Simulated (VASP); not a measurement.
Here is a VASP 6.6.1 calculation.

Contents of INCAR:

```
PREC     = Accurate       # precision mode
ENCUT    = 520            # plane-wave cutoff, eV
EDIFF    = 1E-7           # SCF threshold, eV
ISMEAR   = 0              # smearing method
SIGMA    = 0.1            # smearing width, eV
LREAL    = F              # projectors in reciprocal space
LASPH    = T              # aspherical terms in the spheres
NELM     = 100            # most SCF steps
ALGO     = Normal         # electronic algorithm
ISIF     = 2              # what is computed and relaxed
LWAVE    = F              # write WAVECAR
LCHARG   = F              # write CHGCAR
GGA      = PE             # functional
NBANDS   = 30             # bands
```

Contents of KPOINTS:

```
Automatic mesh
0
Gamma
  8 8 8
```

File POSCAR:

```
Ga2SeS2
1.0
    4.9989347996      0.0000000000      0.0000000000
    0.0000000000      4.9989347996      0.0000000000
    0.0000000000      0.0000000000      5.4736212097
Ga Se S
2 1 2
Direct
    0.0000000000      0.0000000000      0.7467029844
    0.0000000000      0.0000000000      0.2532970156
    0.5000000000      0.5000000000      0.5000000000
    0.0000000000      0.5000000000      0.5000000000
    0.5000000000      0.0000000000      0.5000000000
```

Potentials or basis: VASP PAW PBE potentials, release 64 (Ga_d, Se, S).

The run is started by

```sh
$ cat potpaw_PBE.64/Ga_d/POTCAR potpaw_PBE.64/Se/POTCAR potpaw_PBE.64/S/POTCAR > POTCAR
$ mpirun -np 1 vasp_std > vasp.out
```

Q: Estimate the pressure.

A: 0.0 GPa.

Q: What does it give for the largest force?

A: 0.005 eV/Å.

Forces on the atoms (eV/Å):
```
Ga   0.000  0.000  0.005
Ga   0.000  0.000 -0.005
Se   0.000  0.000  0.000
S    0.000  0.000  0.000
S    0.000  0.000  0.000
```
